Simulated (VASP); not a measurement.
# InP (I-4m2) in VASP: single point with PBEsol

Aim: the single point of InP with PBEsol.

Program: VASP 6.6.1. These are calculated values, not measurements. Logs are shortened: lines on timing, memory, paths and dates and some standing lists are left out, and cuts for length are marked.

## Step 1: The cell of the first run

Symmetry: I-4m2, No. 119, tetragonal system. The conventional cell has a = 3.989 Å, b = 3.989 Å, c = 5.861 Å, α = 90.00°, β = 90.00°, γ = 90.00°. Within 3.3 Å of In (site symmetry -4m2) lie 4 P at 2.47 Å. P (site symmetry -4m2) has 4 In at 2.47 Å within 3.3 Å.

## Step 2: Single point, PBEsol (strain -0.0375 x Voigt [1, 1, 0, 0, 0, 0])

INCAR reads:

```
SYSTEM = InP
PREC     = Accurate       ! precision mode
ENCUT    = 520            ! plane-wave cutoff, eV
EDIFF    = 1E-6           ! SCF threshold, eV
ISMEAR   = 0              ! smearing method
SIGMA    = 0.05           ! smearing width, eV
LREAL    = .FALSE.        ! projectors in reciprocal space
LASPH    = .TRUE.         ! aspherical terms in the spheres
NELM     = 60             ! most SCF steps
ALGO     = Normal         ! electronic algorithm
ISIF     = 2              ! what is computed and relaxed
LWAVE    = .FALSE.        ! write WAVECAR
LCHARG   = .FALSE.        ! write CHGCAR
GGA      = PS             ! functional
NBANDS   = 16             ! bands
```

KPOINTS reads:

```
Automatic mesh
0
G
  8 8 8
  0 0 0
```

POSCAR reads:

```
InP
1.0
    0.0000000000      2.8206062500      2.9305000000
    2.8206062500      0.0000000000      2.9305000000
    2.8206062500      2.8206062500      0.0000000000
In P
1 1
Direct
    0.0000000000      0.0000000000      0.0000000000
    0.7500000000      0.7500000000      0.7500000000
```

Potentials or basis: VASP PAW PBE potentials, release 64 (In_d, P).

Command:

```console
> cat potpaw_PBE.64/In_d/POTCAR potpaw_PBE.64/P/POTCAR > POTCAR
> mpirun -np 1 vasp_std > vasp.out
```

OUTCAR:

```text
SYSTEM = InP
   PREC = Accurate
   ENCUT = 520
   EDIFF = 1E-6
   ISMEAR = 0
   LREAL = .FALSE.
   LASPH = .TRUE.
   NELM = 60
   ISIF = 2
   GGA = PS

 ion  position               nearest neighbor table
   1  0.000  0.000  0.000-   2 2.47   2 2.47   2 2.47   2 2.47
   2  0.750  0.750  0.750-   1 2.47   1 2.47   1 2.47   1 2.47

  LATTYP: Found a body centered tetragonal cell.
 ALAT       =     3.9889396129
 C/A-ratio  =     1.4693127921

  Lattice vectors:

 A1 = (  -2.8206062500,   0.0000000000,   2.9305000000)
 A2 = (   2.8206062500,   0.0000000000,   2.9305000000)
 A3 = (   0.0000000000,   2.8206062500,  -2.9305000000)

Analysis of symmetry for initial positions (statically):
=====================================================================
 Subroutine PRICEL returns:
 Original cell was already a primitive cell.

 Routine SETGRP: Setting up the symmetry group for a
 body centered tetragonal supercell.

 Subroutine GETGRP returns: Found  8 space group operations
 (whereof  8 operations were pure point group operations)
 out of a pool of 16 trial point group operations.

The static configuration has the point symmetry D_2d.

Analysis of symmetry for dynamics (positions and initial velocities):
=====================================================================
 Subroutine PRICEL returns:
 Original cell was already a primitive cell.

 Routine SETGRP: Setting up the symmetry group for a
 body centered tetragonal supercell.

 Subroutine GETGRP returns: Found  8 space group operations
 (whereof  8 operations were pure point group operations)
 out of a pool of 16 trial point group operations.

The dynamic configuration has the point symmetry D_2d.

 Subroutine INISYM returns: Found  8 space group operations
 (whereof  8 operations are pure point group operations),
 and found     1 'primitive' translations

----------------------------------------------------------------------------------------

                                     Primitive cell

  volume of cell :      46.6291

  direct lattice vectors                    reciprocal lattice vectors
     0.000000000  2.820606250  2.930500000    -0.177266855  0.177266855  0.170619348
     2.820606250  0.000000000  2.930500000     0.177266855 -0.177266855  0.170619348
     2.820606250  2.820606250  0.000000000     0.177266855  0.177266855 -0.170619348

  length of vectors
     4.067388581  4.067388581  3.988939613     0.303245838  0.303245838  0.303245838

  position of ions in fractional coordinates (direct lattice)
     0.000000000  0.000000000  0.000000000
     0.750000000  0.750000000  0.750000000

  ion indices of the primitive-cell ions
   primitive index   ion index
                 1           1
                 2           2

----------------------------------------------------------------------------------------

 KPOINTS: Automatic mesh

Automatic generation of k-mesh.
 Grid dimensions read from file:
 generate k-points for:    8    8    8

 Generating k-lattice:

  Cartesian coordinates                     Fractional coordinates (reciprocal lattice)
    -0.022158357  0.022158357  0.021327419     0.125000000  0.000000000  0.000000000
     0.022158357 -0.022158357  0.021327419     0.000000000  0.125000000  0.000000000
     0.022158357  0.022158357 -0.021327419    -0.000000000 -0.000000000  0.125000000

  Length of vectors
     0.037905730  0.037905730  0.037905730

  Shift w.r.t. Gamma in fractional coordinates (k-lattice)
     0.000000000  0.000000000  0.000000000

 Subroutine IBZKPT returns following result:
 ===========================================

 Found     59 irreducible k-points:

 Following reciprocal coordinates:
            Coordinates               Weight
  0.000000  0.000000  0.000000      1.000000
  0.125000 -0.000000  0.000000      8.000000
  0.250000 -0.000000  0.000000      8.000000
  0.375000 -0.000000  0.000000      8.000000
  0.500000 -0.000000  0.000000      4.000000
  0.125000  0.125000  0.000000      2.000000
[... 16 lines left out ...]
  0.250000 -0.000000  0.125000     16.000000
  0.375000  0.000000  0.125000     16.000000
 [... further k-points ...]
   k-points           NKPTS =     59   k-points in BZ     NKDIM =     59   number of bands    NBANDS=     16
   number of dos      NEDOS =    301   number of ions     NIONS =      2
   total plane-waves  NPLWV =  27000
   dimension x,y,z NGX =    30 NGY =   30 NGZ =   30
   dimension x,y,z NGXF=    60 NGYF=   60 NGZF=   60
   ions per type =               1   1
   NGX,Y,Z   is equivalent  to a cutoff of  12.26, 12.26, 12.50 a.u.
   NGXF,Y,Z  is equivalent  to a cutoff of  24.52, 24.52, 25.01 a.u.
 SYSTEM =  InP
   PREC   = accura    normal or accurate (medium, high low for compatibility)
   ISTART =      0    job   : 0-new  1-cont  2-samecut
   ICHARG =      2    charge: 1-file 2-atom 10-const
   ISPIN  =      1    spin polarized calculation?
   LNONCOLLINEAR =      F non collinear calculations
   LSORBIT =      F    spin-orbit coupling
   LASPH  =      T    aspherical Exc in radial PAW
   ENCUT  =  520.0 eV  38.22 Ry    6.18 a.u.   7.56  7.56  7.42*2*pi/ulx,y,z
   NELM   =     60;   NELMIN=  2; NELMDL= -5     # of ELM steps
   EDIFF  = 0.1E-05   stopping-criterion for ELM
   LREAL  =      F    real-space projection
   EDIFFG = 0.1E-04   stopping-criterion for IOM
   NSW    =      0    number of steps for IOM
   IBRION =     -1    ionic relax: 0-MD 1-quasi-New 2-CG
   NFREE  =      0    steps in history (QN), initial steepest desc. (CG)
   ISIF   =      2    stress and relaxation
   ISYM   =      2    0-nonsym 1-usesym 2-fastsym
   POTIM  = 0.5000    time-step for ionic-motion
   TEBEG  =    0.0;   TEEND  =   0.0 temperature during run
   PSTRESS=    0.0 pullay stress
   NELECT =      18.0000    total number of electrons
   NUPDOWN=      -1.0000    fix difference up-down
   EMIN   =  10.00;   EMAX   =-10.00  energy-range for DOS
   EFERMI =   0.00;   METHOD = LEGACY
   ISMEAR =     0;   SIGMA  =   0.05  broadening in eV -4-tet -1-fermi 0-gaus
   EFERMI_NEDOS =   21; number of points for ismear=-14 and -15
   IALGO  =     38    algorithm
   IMIX   =      4    mixing-type and parameters
     AMIX     =   0.40;   BMIX     =  1.00
     AMIX_MAG =   1.60;   BMIX_MAG =  1.00
  volume/ion in A,a.u.               =      23.31       157.33
  Fermi-wavevector in a.u.,A,eV,Ry     =   1.192011  2.252573 19.332372  1.420889
  Thomas-Fermi vector in A             =   2.328059
   LORBIT       =      0    0 simple, 1 ext, 2 COOP (PROOUT), +10 PAW based schemes
   GGA     = PS    functional components
   LHFCALC =     F    Hartree Fock is set to
   AEXX    =    0.0000 exact exchange contribution
   IVDW    =     0    specifies the selected vdW correction
   LEPSILON=     F    determine dielectric tensor
   LRPA    =     F    only Hartree local field effects (RPA)
 non-spin polarized calculation
 Gauss-broadening in eV      SIGMA  =   0.05
  energy-cutoff  :      520.00
  volume of cell :       46.63
 maximum number of plane-waves:      1275
   NGX = 15   NGY = 15   NGZ = 15

 number of electron      17.9999994 magnetization

 Free energy of the ion-electron system (eV)
  ---------------------------------------------------
  ext. energy  EPLUGINS =         0.00000000
  ---------------------------------------------------
  free energy    TOTEN  =        -9.06536940 eV

  energy without entropy =       -9.06536940  energy(sigma->0) =       -9.06536940

 E-fermi :   6.2412     XC(G=0):  -9.8213

 val. band max:        6.0373378170   @ k =   0.0000   0.0000   0.0000
 cond. band min:       6.9841754475   @ k =   0.0000   0.0000   0.0000
 fundamental gap:      0.9468376305
 Fermi energy:         6.2412457667

 k-point     1 :       0.0000    0.0000    0.0000
  band No.  band energies     occupation
      1      -8.3790      2.00000
      2      -8.3608      2.00000
      3      -8.3608      2.00000
      4      -8.1717      2.00000
      5      -8.1701      2.00000
      6      -6.1326      2.00000
[... 8 lines left out ...]
     15      15.2019      0.00000
     16      15.8367      0.00000

 k-point     2 :       0.1250   -0.0000    0.0000
  band No.  band energies     occupation
      1      -8.3959      2.00000
      2      -8.3614      2.00000
      3      -8.3512      2.00000
      4      -8.1709      2.00000
      5      -8.1706      2.00000
      6      -5.9286      2.00000
[... 8 lines left out ...]
     15      15.0298      0.00000
     16      15.5087      0.00000

 k-point     3 :       0.2500   -0.0000    0.0000
  band No.  band energies     occupation
      1      -8.4551      2.00000
      2      -8.3420      2.00000
      3      -8.3308      2.00000
      4      -8.1703      2.00000
      5      -8.1645      2.00000
      6      -5.3581      2.00000
[... 8 lines left out ...]
     15      14.6495      0.00000
     16      15.1601      0.00000

 k-point     4 :       0.3750   -0.0000    0.0000
  band No.  band energies     occupation
      1      -8.5096      2.00000
      2      -8.3270      2.00000
      3      -8.3153      2.00000
      4      -8.1643      2.00000
      5      -8.1522      2.00000
      6      -4.5780      2.00000
[... 8 lines left out ...]
     15      15.5236      0.00000
     16      15.7006      0.00000

 k-point     5 :       0.5000   -0.0000    0.0000
  band No.  band energies     occupation
      1      -8.5309      2.00000
      2      -8.3226      2.00000
      3      -8.3106      2.00000
      4      -8.1599      2.00000
      5      -8.1451      2.00000
      6      -4.1110      2.00000
[... 8 lines left out ...]
     15      16.6379      0.00000
     16      16.8747      0.00000

 k-point     6 :       0.1250    0.1250    0.0000
  band No.  band energies     occupation
      1      -8.4221      2.00000
      2      -8.3423      2.00000
      3      -8.3423      2.00000
      4      -8.1780      2.00000
      5      -8.1642      2.00000
      6      -5.8749      2.00000
[... 8 lines left out ...]
     15      15.8791      0.00000
     16      15.9553      0.00000

 k-point     7 :       0.2500    0.1250    0.0000
  band No.  band energies     occupation
      1      -8.4651      2.00000
      2      -8.3286      2.00000
      3      -8.3209      2.00000
      4      -8.1818      2.00000
      5      -8.1594      2.00000
      6      -5.4384      2.00000
[... 8 lines left out ...]
     15      15.6625      0.00000
     16      16.5437      0.00000

 k-point     8 :       0.3750    0.1250    0.0000
  band No.  band energies     occupation
      1      -8.5087      2.00000
      2      -8.3200      2.00000
      3      -8.3031      2.00000
      4      -8.1744      2.00000
      5      -8.1555      2.00000
      6      -4.7181      2.00000
[... 8 lines left out ...]
     15      16.0078      0.00000
     16      16.1244      0.00000

 k-point     9 :       0.5000    0.1250    0.0000
  band No.  band energies     occupation
      1      -8.5336      2.00000
      2      -8.3169      2.00000
      3      -8.2973      2.00000
      4      -8.1595      2.00000
      5      -8.1572      2.00000
      6      -4.0565      2.00000
[... 8 lines left out ...]
     15      16.6902      0.00000
     16      16.7071      0.00000
[... 172 lines left out ...]
 k-point    19 :       0.5000    0.3750    0.0000
  band No.  band energies     occupation
      1      -8.5891      2.00000
      2      -8.2512      2.00000
      3      -8.2390      2.00000
      4      -8.2192      2.00000
      5      -8.1367      2.00000
      6      -3.6195      2.00000
[... 8 lines left out ...]
     15      17.0874      0.00000
     16      18.2661      0.00000

 k-point    20 :      -0.3750    0.3750    0.0000
  band No.  band energies     occupation
      1      -8.5722      2.00000
      2      -8.2751      2.00000
      3      -8.2471      2.00000
      4      -8.1999      2.00000
      5      -8.1504      2.00000
      6      -3.4125      2.00000
[... 8 lines left out ...]
     15      16.0825      0.00000
     16      19.0176      0.00000

 k-point    21 :       0.5000    0.5000    0.0000
  band No.  band energies     occupation
      1      -8.6055      2.00000
      2      -8.2343      2.00000
      3      -8.2291      2.00000
      4      -8.2291      2.00000
      5      -8.1300      2.00000
      6      -3.4676      2.00000
[... 8 lines left out ...]
     15      16.9009      0.00000
     16      18.0273      0.00000

 k-point    22 :       0.1250    0.0000    0.1250
  band No.  band energies     occupation
      1      -8.4080      2.00000
      2      -8.3578      2.00000
      3      -8.3430      2.00000
      4      -8.1799      2.00000
      5      -8.1639      2.00000
      6      -5.8556      2.00000
[... 8 lines left out ...]
     15      15.4044      0.00000
     16      16.0807      0.00000

 k-point    23 :       0.2500   -0.0000    0.1250
  band No.  band energies     occupation
      1      -8.4586      2.00000
      2      -8.3351      2.00000
      3      -8.3239      2.00000
      4      -8.1871      2.00000
      5      -8.1561      2.00000
      6      -5.4037      2.00000
[... 8 lines left out ...]
     15      15.3478      0.00000
     16      16.5197      0.00000

 k-point    24 :       0.3750    0.0000    0.1250
  band No.  band energies     occupation
      1      -8.5082      2.00000
      2      -8.3180      2.00000
      3      -8.3079      2.00000
      4      -8.1843      2.00000
      5      -8.1472      2.00000
      6      -4.6771      2.00000
[... 8 lines left out ...]
     15      15.9547      0.00000
     16      16.3372      0.00000

 [... further k-points ...]
[... 5 lines left out ...]
  --------------------------------------------------------------------------------------
  -------------------------------------------------------------------------------------
  Total        2.1441905      2.1441905      1.6817460      0.0000000     -0.0000000      0.0000000
  in kB       73.6745190     73.6745190     57.7848954      0.0000000     -0.0000000      0.0000000
  external PRESSURE =      68.3779778 kB  Pullay stress =       0.0000000 kB

 VOLUME and BASIS-vectors are now :
 -----------------------------------------------------------------------------
  energy-cutoff  :      520.00
  volume of cell :       46.63
      direct lattice vectors                 reciprocal lattice vectors
     0.000000000  2.820606250  2.930500000    -0.177266855  0.177266855  0.170619348
     2.820606250  0.000000000  2.930500000     0.177266855 -0.177266855  0.170619348
     2.820606250  2.820606250  0.000000000     0.177266855  0.177266855 -0.170619348

 POSITION                                       TOTAL-FORCE (eV/Angst)
 -----------------------------------------------------------------------------------
      0.00000      0.00000      0.00000         0.000000     -0.000000      0.000000
      4.23091      4.23091      4.39575        -0.000000      0.000000     -0.000000
 -----------------------------------------------------------------------------------
    total drift:                                0.000000      0.000000     -0.000000

  FREE ENERGIE OF THE ION-ELECTRON SYSTEM (eV)
  ---------------------------------------------------
  free  energy   TOTEN  =        -9.0653693996 eV

  energy  without entropy=       -9.0653693996  energy(sigma->0) =       -9.06536940
```

It took 47 s on 1 thread of Intel Xeon 6975P-C (Granite Rapids), shared host; peak memory 0.19 GiB.

What came out:

```
Free energy            : -9.0654 eV
Pressure               : 6.8 GPa
Band gap on the k mesh : 0.95 eV, direct
```

Caveat: the cell differs from its parent crystal (strain -0.0375 x Voigt [1, 1, 0, 0, 0, 0]); the PAW data sets were made with another functional, which shifts forces and pressure a little; spin-orbit coupling is left out, which moves the levels of the heavy elements. A k mesh can miss the band edges.
